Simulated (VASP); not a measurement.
The system is K3NaS2.

```
K Na S
1.0
     5.09454    0.00000    0.00000
    -2.54727    4.41200    0.00000
     0.00000    0.00000    7.37289
K Na S
3 1 2
Direct
  0.66667 0.33333 0.74770
  0.66667 0.33333 0.25230
  0.33333 0.66667 0.00000
  0.00000 0.00000 0.50000
  0.33333 0.66667 0.50000
  0.00000 0.00000 0.00000
```

- Program: VASP 6.6.1
- Task: relaxation of cell and atoms
- Functional: PBEsol
- Potentials or basis: VASP PAW PBE potentials, release 64 (K_sv, Na_pv, S)
- Cutoff: 600 eV
- k mesh: 6 × 6 × 4
- Occupations: gaussian, width 0.02 eV
- Spin: no spin polarisation

At the start: pressure -1.1 GPa; volume 27.62 Å³/atom.

Problem. How do energy, volume and symmetry change on relaxing?

Solution. Over 8 steps the energy falls by 5.2 meV/atom and the volume is 26.04 Å³/atom (-5.7 %); space group P-6m2 (No. 187, to 0.1 Å) before and after.

Step by step:
```tsv
step	energy change (eV)	largest force (eV/Å)	pressure (GPa)	volume (Å³)
1	0.0000	0.0106	-1.09	165.72
2	-0.0225	0.0108	-0.48	161.25
3	-0.0269	0.0111	-0.05	158.49
4	-0.0269	0.0111	-0.03	158.35
5	-0.0279	0.0090	-0.03	158.07
6	-0.0300	0.0025	-0.01	157.23
7	-0.0304	0.0107	0.04	155.51
8	-0.0309	0.0048	0.02	156.25
```

Final structure:
```
K Na S
1.0
     5.03180    0.00000    0.00000
    -2.51590    4.35767    0.00000
     0.00000    0.00000    7.12595
K Na S
3 1 2
Direct
  0.66667 0.33333 0.74845
  0.66667 0.33333 0.25155
  0.33333 0.66667 0.00000
  0.00000 0.00000 0.50000
  0.33333 0.66667 0.50000
  0.00000 0.00000 0.00000
```

Caveat: the PAW data sets were made with another functional, which shifts forces and pressure a little.
